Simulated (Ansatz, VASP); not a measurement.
## Two plane-wave programs on ZnSn4N

```
Zn Sn N
1.0
     0.00000    4.27585    4.27585
     4.27585    0.00000    4.27585
     4.27585    4.27585    0.00000
Zn Sn N
1 4 1
Direct
  0.25000 0.25000 0.25000
  0.62519 0.62519 0.12444
  0.62519 0.12444 0.62519
  0.12444 0.62519 0.62519
  0.62519 0.62519 0.62519
  0.00000 0.00000 0.00000
```

Change from the starting cell: species swapped into the CeYNi4 type (F-43m, No. 216).

Alike in both runs: functional PBE; k mesh 8 × 8 × 8; occupations gaussian, width 0.1 eV; no spin polarisation.

Ansatz relaxed the structure, and its values are those at the end. VASP's run is a single point on that final structure, the one shown.

```csv
,VASP,Ansatz
version,VASP 6.6.1,Ansatz 0.2.0
potentials or method,"VASP PAW PBE potentials, release 64 (Zn, Sn_d, N), cutoff 520 eV","scalar-relativistic, plane waves, PAW"
valence electrons in the cell,73,73
```

|  | VASP | Ansatz | Ansatz less VASP |
| --- | --- | --- | --- |
| gap on the k mesh at the Fermi level (eV) | none | none | - |
| pressure (GPa) | -0.1 | 0.0 | +0.07 |

A gap of «none» marks a metal or a gap that the smearing closes.
